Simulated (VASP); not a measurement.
## NaI: single point with PBE

The system is NaI.

```
Na I
1.0
     0.00000    3.16308    3.16308
     3.16308    0.00000    3.16308
     3.16308    3.16308    0.00000
Na I
1 1
Direct
  0.00000 0.00000 0.00000
  0.50000 0.50000 0.50000
```

This cell differs from its parent crystal: volume scaled by 0.91.

* Program: VASP 6.6.1
* Task: single point
* Functional: PBE
* Potentials or basis: VASP PAW PBE potentials, release 64 (Na_pv, I)
* Cutoff: 520 eV
* k mesh: 6 × 6 × 6
* Occupations: gaussian, width 0.02 eV
* Spin: no spin polarisation
* Dipole correction: no
* Further INCAR settings: ALGO = Normal; EDIFF = 1e-06; NBANDS = 14

- Pressure: 1.8 GPa
- Band gap on the k mesh: 3.84 eV, direct

Levels at points of the mesh, in eV from the valence-band top:
```csv
k point,band 4,band 5,band 6,band 7,band 8,band 9,band 10,band 11
"(0.00, 0.00, 0.00)",-11.21,0.00,0.00,0.00,3.84,7.92,7.92,7.92
"(0.50, 0.00, 0.00)",-10.82,-2.44,-0.33,-0.33,5.11,7.50,7.50,9.25
"(0.50, 0.50, 0.00)",-10.73,-2.14,-0.84,-0.84,4.54,5.42,10.32,11.72
```

Run time: 9.9 s on 1 thread of Intel(R) Xeon(R) Platinum 8488C (Sapphire Rapids) (shared host), peak memory 0.2 GiB.

Caveat: spin-orbit coupling is left out, which moves the levels of the heavy elements.
